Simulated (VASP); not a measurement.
# TiO2 (P4_2/mnm) in VASP: a series of runs

Runs on TiO2. Level: LDA. Tasks: relaxation of cell and atoms.

Program: VASP 6.6.1. These are calculated values, not measurements. Logs are shortened: lines on timing, memory, paths and dates and some standing lists are left out, and cuts for length are marked.

### Step 1. The cell of the first run

Symmetry: P4_2/mnm, No. 136, tetragonal system. Conventional cell: a = 4.592 Å, b = 4.592 Å, c = 2.957 Å, α = 90.00°, β = 90.00°, γ = 90.00°. Ti (site symmetry mmm) has 6 O at 1.95 to 1.98 Å within 2.6 Å. Within 2.6 Å of O (site symmetry m2m) lie 3 Ti at 1.95 to 1.98 Å and 1 O at 2.53 Å.

### Step 2. Relaxation of cell and atoms, LDA

Contents of INCAR:

```
SYSTEM = TiO2
  PREC = Accurate
  ENCUT = 600
  EDIFF = 1E-6
  ISMEAR = 0
  SIGMA = 0.01
  LREAL = .False.
  LASPH = .True.
  NELM = 80
  ALGO = Normal
  ISIF = 3
  LWAVE = .False.
  LCHARG = .False.
  IBRION = 2
  NSW = 100
  EDIFFG = -0.002
```

Contents of KPOINTS:

```
Automatic mesh
0
Gamma
  6 6 8
  0 0 0
```

Contents of POSCAR:

```
TiO2
1.0
    4.5922000000      0.0000000000      0.0000000000
    0.0000000000      4.5922000000      0.0000000000
    0.0000000000      0.0000000000      2.9574000000
Ti O
2 4
Direct
    0.0000000000      0.0000000000      0.0000000000
    0.5000000000      0.5000000000      0.5000000000
    0.3049600000      0.3049600000      0.0000000000
    0.1950400000      0.8049600000      0.5000000000
    0.6950400000      0.6950400000      0.0000000000
    0.8049600000      0.1950400000      0.5000000000
```

Potentials or basis: VASP PAW LDA potentials, release 64 (Ti_sv, O).

Run with:

```bash
$ cat potpaw_LDA.64/Ti_sv/POTCAR potpaw_LDA.64/O/POTCAR > POTCAR
$ mpirun -np 1 vasp_std > vasp.out
```

OUTCAR:

```text
SYSTEM = TiO2
   PREC = Accurate
   ENCUT = 600
   EDIFF = 1E-6
   ISMEAR = 0
   LREAL = .False.
   LASPH = .True.
   NELM = 80
   ISIF = 3
   IBRION = 2
   NSW = 100
   EDIFFG = -0.002

 ion  position               nearest neighbor table
   1  0.000  0.000  0.000-   4 1.95   6 1.95   4 1.95   6 1.95   5 1.98   3 1.98
   2  0.500  0.500  0.500-   3 1.95   5 1.95   3 1.95   5 1.95   4 1.98   6 1.98
   3  0.305  0.305  0.000-   2 1.95   2 1.95   1 1.98
   4  0.195  0.805  0.500-   1 1.95   1 1.95   2 1.98
   5  0.695  0.695  0.000-   2 1.95   2 1.95   1 1.98
   6  0.805  0.195  0.500-   1 1.95   1 1.95   2 1.98

  LATTYP: Found a simple tetragonal cell.
 ALAT       =     4.5922000000
 C/A-ratio  =     0.6440050520

  Lattice vectors:

 A1 = (   4.5922000000,   0.0000000000,   0.0000000000)
 A2 = (   0.0000000000,   4.5922000000,   0.0000000000)
 A3 = (   0.0000000000,   0.0000000000,   2.9574000000)

Analysis of symmetry for initial positions (statically):
=====================================================================
 Subroutine PRICEL returns:
 Original cell was already a primitive cell.

 Routine SETGRP: Setting up the symmetry group for a
 simple tetragonal supercell.

 Subroutine GETGRP returns: Found 16 space group operations
 (whereof  8 operations were pure point group operations)
 out of a pool of 16 trial point group operations.

The static configuration has the point symmetry D_2h.
 The point group associated with its full space group is D_4h.

Analysis of symmetry for dynamics (positions and initial velocities):
=====================================================================
 Subroutine PRICEL returns:
 Original cell was already a primitive cell.

 Routine SETGRP: Setting up the symmetry group for a
 simple tetragonal supercell.

 Subroutine GETGRP returns: Found 16 space group operations
 (whereof  8 operations were pure point group operations)
 out of a pool of 16 trial point group operations.

The dynamic configuration has the point symmetry D_2h.
 The point group associated with its full space group is D_4h.

 Subroutine INISYM returns: Found 16 space group operations
 (whereof  8 operations are pure point group operations),
 and found     1 'primitive' translations

----------------------------------------------------------------------------------------

                                     Primitive cell

  volume of cell :      62.3665

  direct lattice vectors                    reciprocal lattice vectors
     4.592200000  0.000000000  0.000000000     0.217760550  0.000000000  0.000000000
     0.000000000  4.592200000  0.000000000     0.000000000  0.217760550  0.000000000
     0.000000000  0.000000000  2.957400000     0.000000000  0.000000000  0.338134848

  length of vectors
     4.592200000  4.592200000  2.957400000     0.217760550  0.217760550  0.338134848

  position of ions in fractional coordinates (direct lattice)
     0.000000000  0.000000000  0.000000000
     0.500000000  0.500000000  0.500000000
     0.304960000  0.304960000  0.000000000
     0.195040000  0.804960000  0.500000000
     0.695040000  0.695040000  0.000000000
     0.804960000  0.195040000  0.500000000

  ion indices of the primitive-cell ions
   primitive index   ion index
                 1           1
                 2           2
                 3           3
                 4           4
                 5           5
                 6           6

----------------------------------------------------------------------------------------

 KPOINTS: Automatic mesh

Automatic generation of k-mesh.
 Grid dimensions read from file:
 generate k-points for:    6    6    8

 Generating k-lattice:

  Cartesian coordinates                     Fractional coordinates (reciprocal lattice)
     0.036293425  0.000000000  0.000000000     0.166666667  0.000000000  0.000000000
     0.000000000  0.036293425  0.000000000     0.000000000  0.166666667  0.000000000
     0.000000000  0.000000000  0.042266856     0.000000000  0.000000000  0.125000000

  Length of vectors
     0.036293425  0.036293425  0.042266856

  Shift w.r.t. Gamma in fractional coordinates (k-lattice)
     0.000000000  0.000000000  0.000000000

 Subroutine IBZKPT returns following result:
 ===========================================

 Found     50 irreducible k-points:

 Following reciprocal coordinates:
            Coordinates               Weight
  0.000000  0.000000  0.000000      1.000000
  0.166667  0.000000  0.000000      4.000000
  0.333333  0.000000  0.000000      4.000000
  0.500000  0.000000  0.000000      2.000000
  0.166667  0.166667  0.000000      4.000000
  0.333333  0.166667  0.000000      8.000000
[... 16 lines left out ...]
  0.333333  0.000000  0.250000      8.000000
  0.500000  0.000000  0.250000      4.000000
 [... further k-points ...]
   k-points           NKPTS =     50   k-points in BZ     NKDIM =     50   number of bands    NBANDS=     28
   number of dos      NEDOS =    301   number of ions     NIONS =      6
   total plane-waves  NPLWV =  38400
   dimension x,y,z NGX =    40 NGY =   40 NGZ =   24
   dimension x,y,z NGXF=    80 NGYF=   80 NGZF=   48
   ions per type =               2   4
   NGX,Y,Z   is equivalent  to a cutoff of  14.48, 14.48, 13.49 a.u.
   NGXF,Y,Z  is equivalent  to a cutoff of  28.96, 28.96, 26.98 a.u.
 SYSTEM =  TiO2
   PREC   = accura    normal or accurate (medium, high low for compatibility)
   ISTART =      0    job   : 0-new  1-cont  2-samecut
   ICHARG =      2    charge: 1-file 2-atom 10-const
   ISPIN  =      1    spin polarized calculation?
   LNONCOLLINEAR =      F non collinear calculations
   LSORBIT =      F    spin-orbit coupling
   LASPH  =      T    aspherical Exc in radial PAW
   ENCUT  =  600.0 eV  44.10 Ry    6.64 a.u.   9.17  9.17  5.91*2*pi/ulx,y,z
   NELM   =     80;   NELMIN=  2; NELMDL= -5     # of ELM steps
   EDIFF  = 0.1E-05   stopping-criterion for ELM
   LREAL  =      F    real-space projection
   EDIFFG = -.2E-02   stopping-criterion for IOM
   NSW    =    100    number of steps for IOM
   IBRION =      2    ionic relax: 0-MD 1-quasi-New 2-CG
   NFREE  =      1    steps in history (QN), initial steepest desc. (CG)
   ISIF   =      3    stress and relaxation
   ISYM   =      2    0-nonsym 1-usesym 2-fastsym
   POTIM  = 0.5000    time-step for ionic-motion
   TEBEG  =    0.0;   TEEND  =   0.0 temperature during run
   PSTRESS=    0.0 pullay stress
   NELECT =      48.0000    total number of electrons
   NUPDOWN=      -1.0000    fix difference up-down
   EMIN   =  10.00;   EMAX   =-10.00  energy-range for DOS
   EFERMI =   0.00;   METHOD = LEGACY
   ISMEAR =     0;   SIGMA  =   0.01  broadening in eV -4-tet -1-fermi 0-gaus
   EFERMI_NEDOS =   21; number of points for ismear=-14 and -15
   IALGO  =     38    algorithm
   IMIX   =      4    mixing-type and parameters
     AMIX     =   0.40;   BMIX     =  1.00
     AMIX_MAG =   1.60;   BMIX_MAG =  1.00
  volume/ion in A,a.u.               =      10.39        70.15
  Fermi-wavevector in a.u.,A,eV,Ry     =   1.500277  2.835112 30.624403  2.250830
  Thomas-Fermi vector in A             =   2.611798
   LORBIT       =      0    0 simple, 1 ext, 2 COOP (PROOUT), +10 PAW based schemes
   GGA     = CA    functional components
   LHFCALC =     F    Hartree Fock is set to
   AEXX    =    0.0000 exact exchange contribution
   IVDW    =     0    specifies the selected vdW correction
   LEPSILON=     F    determine dielectric tensor
   LRPA    =     F    only Hartree local field effects (RPA)
 conjugate gradient relaxation of ions
 non-spin polarized calculation
 Gauss-broadening in eV      SIGMA  =   0.01
  energy-cutoff  :      600.00
  volume of cell :       62.37
 maximum number of plane-waves:      2102
 NGX is ok and might be reduce to    40
   NGX = 19   NGY = 19   NGZ = 11

--------------------------------------- Ionic step        1  -------------------------------------------

 number of electron      47.9999988 magnetization

 Free energy of the ion-electron system (eV)
  ---------------------------------------------------
  ext. energy  EPLUGINS =         0.00000000
  ---------------------------------------------------
  free energy    TOTEN  =       -58.75156129 eV

  energy without entropy =      -58.75156129  energy(sigma->0) =      -58.75156129

------------------------ aborting loop because EDIFF is reached ----------------------------------------

  FORCE on cell =-STRESS in cart. coord.  units (eV):
  Direction    XX          YY          ZZ          XY          YZ          ZX
  --------------------------------------------------------------------------------------
  -------------------------------------------------------------------------------------
  Total       -2.4038771     -2.4038771     -3.4587272      0.0000000      0.0000000      0.0000000
  in kB      -61.7548654    -61.7548654    -88.8536426      0.0000000      0.0000000      0.0000000
  external PRESSURE =     -70.7877912 kB  Pullay stress =       0.0000000 kB
[... 101 lines left out ...]
  FREE ENERGIE OF THE ION-ELECTRON SYSTEM (eV)
  ---------------------------------------------------
  free  energy   TOTEN  =       -58.7917652616 eV

  energy  without entropy=      -58.7917652616  energy(sigma->0) =      -58.79176526

[... ionic steps 4 to 7 ...]

--------------------------------------- Ionic step        8  -------------------------------------------

 number of electron      48.0000001 magnetization

------------------------ aborting loop because EDIFF is reached ----------------------------------------

  FORCE on cell =-STRESS in cart. coord.  units (eV):
  Direction    XX          YY          ZZ          XY          YZ          ZX
  --------------------------------------------------------------------------------------
  -------------------------------------------------------------------------------------
  Total       -0.0121953     -0.0121953     -0.0220515      0.0000000      0.0000000      0.0000000
  in kB       -0.3226053     -0.3226053     -0.5833348      0.0000000      0.0000000      0.0000000
  external PRESSURE =      -0.4095151 kB  Pullay stress =       0.0000000 kB
[... 65 lines left out ...]
  energy  without entropy=      -58.7939422353  energy(sigma->0) =      -58.79394224

--------------------------------------- Ionic step       10  -------------------------------------------

 number of electron      48.0000001 magnetization

 Free energy of the ion-electron system (eV)
  ---------------------------------------------------
  ext. energy  EPLUGINS =         0.00000000
  ---------------------------------------------------
  free energy    TOTEN  =       -58.79394276 eV

  energy without entropy =      -58.79394276  energy(sigma->0) =      -58.79394276

 E-fermi :   4.9543     XC(G=0): -12.1553

 val. band max:        4.8867750618   @ k =   0.0000   0.0000   0.0000
 cond. band min:       6.7029644580   @ k =   0.0000   0.0000   0.0000
 fundamental gap:      1.8161893962
 Fermi energy:         4.9542795724

 k-point     1 :       0.0000    0.0000    0.0000
  band No.  band energies     occupation
      1     -51.2081      2.00000
      2     -51.1863      2.00000
      3     -27.9509      2.00000
      4     -27.9509      2.00000
      5     -27.7577      2.00000
      6     -27.7577      2.00000
[... 733 lines left out ...]
     27       8.1398      0.00000
     28       8.1398      0.00000

 [... further k-points ...]
[... 5 lines left out ...]
  --------------------------------------------------------------------------------------
  -------------------------------------------------------------------------------------
  Total       -0.0031670     -0.0031670     -0.0054530      0.0000000      0.0000000      0.0000000
  in kB       -0.0838116     -0.0838116     -0.1443092      0.0000000      0.0000000      0.0000000
  external PRESSURE =      -0.1039775 kB  Pullay stress =       0.0000000 kB
[... 21 lines left out ...]
  FREE ENERGIE OF THE ION-ELECTRON SYSTEM (eV)
  ---------------------------------------------------
  free  energy   TOTEN  =       -58.7939427575 eV

  energy  without entropy=      -58.7939427575  energy(sigma->0) =      -58.79394276

 reached required accuracy - stopping structural energy minimisation
```

Run time: 9.2 min. Hardware: 1 thread of Intel Xeon 8259CL, shared host; peak memory 0.23 GiB.

What came out:

* Free energy: -58.7939 eV
* Relaxed volume: 10.09 Å³/atom
* Relaxed cell: a = 4.552 Å, b = 4.552 Å, c = 2.922 Å, α = 90.00°, β = 90.00°, γ = 90.00°
* Space group after relaxing (to 0.1 Å): P4_2/mnm (No. 136)
* Energy gained by relaxing: 7.1 meV/atom
* Ionic steps: 10
* Pressure after relaxing: 0.0 GPa
* Band gap on the k mesh: 1.82 eV

Step by step:
```tsv
step	energy change (eV)	largest force (eV/Å)	pressure (GPa)	volume (Å³)
1	0.0000	0.0013	-7.08	62.37
2	0.0426	0.3965	11.39	58.31
3	-0.0402	0.1494	-0.09	60.66
4	-0.0402	0.1526	0.00	60.63
5	-0.0424	0.0154	0.05	60.53
6	-0.0424	0.0004	0.07	60.52
7	-0.0424	0.0029	0.08	60.53
8	-0.0424	0.0011	-0.04	60.57
9	-0.0424	0.0003	-0.05	60.55
10	-0.0424	0.0014	-0.01	60.54
```

Final structure:
```
CELL_PARAMETERS angstrom
4.55199 0.00000 0.00000
0.00000 4.55199 0.00000
0.00000 0.00000 2.92180
ATOMIC_POSITIONS crystal
Ti 0.00000 0.00000 0.00000
Ti 0.50000 0.50000 0.50000
O 0.30385 0.30385 0.00000
O 0.19615 0.80385 0.50000
O 0.69615 0.69615 0.00000
O 0.80385 0.19615 0.50000
```

(Continued in part 2 of 2.)
